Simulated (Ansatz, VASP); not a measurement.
# Cs2Na in VASP and in Ansatz

```
Cs Na
1.0
     0.00000    4.82892    4.82892
     4.82892    0.00000    4.82892
     4.82892    4.82892    0.00000
Cs Na
4 2
Direct
  0.62500 0.62500 0.62500
  0.12500 0.62500 0.62500
  0.62500 0.62500 0.12500
  0.62500 0.12500 0.62500
  0.00000 0.00000 0.00000
  0.25000 0.25000 0.25000
```

Alike in both runs: task relaxation of cell and atoms; functional PBE; k mesh 4 × 4 × 4; occupations gaussian, width 0.1 eV; no spin polarisation.

|  | VASP | Ansatz |
| --- | --- | --- |
| version | VASP 6.6.1 | Ansatz 0.2.0 |
| potentials or method | VASP PAW PBE potentials, release 64 (Cs_sv, Na_pv), cutoff 600 eV | scalar-relativistic, plane waves, PAW |
| valence electrons in the cell | 50 | 54 |

```tsv
	VASP	Ansatz	Ansatz less VASP
gap on the k mesh at the Fermi level, each at its own relaxed structure (eV)	none	none	-
relaxed volume (Å³/atom)	86.20	86.83	+0.630
relaxed cell length with the largest relative difference (Å)	9.010	9.032	+0.0219
```

A gap of «none» marks a metal or a gap that the smearing closes. VASP's potentials hold 50 valence electrons a cell and Ansatz's 54, so a difference there can come from the potentials and not from the codes.

Neither program's run includes spin-orbit coupling. Noted on VASP's run: the volume moved by over 15 % at a fixed basis, so the end points are rough.
